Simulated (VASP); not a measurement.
PbSe, 4 atoms in the cell. Symmetry: Cmcm, No. 63, orthorhombic system. The conventional cell has a = 4.275 Å, b = 11.994 Å, c = 4.433 Å, α = 90.00°, β = 90.00°, γ = 90.00°. Within 3.7 Å of Pb (site symmetry m2m) lie 5 Se at 2.81 to 3.08 Å. Within 3.7 Å of Se (site symmetry m2m) lie 5 Pb at 2.81 to 3.08 Å. 

| Property | Result |
| --- | --- |
| Program | VASP 6.6.1 |
| Task | single point |
| Functional | PBE |
| Potentials or basis | VASP PAW PBE potentials, release 64 (Pb_d, Se) |
| Cutoff | 500 eV |
| k mesh | 4 × 4 × 4 |
| Occupations | gaussian, width 0.01 eV |
| Spin | no spin polarisation |
| Dipole correction | no |
| Further INCAR settings | ALGO = Normal; EDIFF = 1e-06; NBANDS = 28 |

Potentials or basis: VASP PAW PBE potentials, release 64 (Pb_d, Se).

Run with:

```console
$ cat potpaw_PBE.64/Pb_d/POTCAR potpaw_PBE.64/Se/POTCAR > POTCAR
$ mpirun -np 1 vasp_std > vasp.out
```

Hardware: 1 thread of Intel(R) Xeon(R) Platinum 8375C CPU @ 2.90GHz (Ice Lake), with other jobs on the host.

Q: How long does it take, and how much memory?

A: It took 47 s on 1 thread of Intel(R) Xeon(R) Platinum 8375C CPU @ 2.90GHz (Ice Lake), on a shared host, peak memory 0.27 GiB. Counts: scf iterations 13, k points 21.
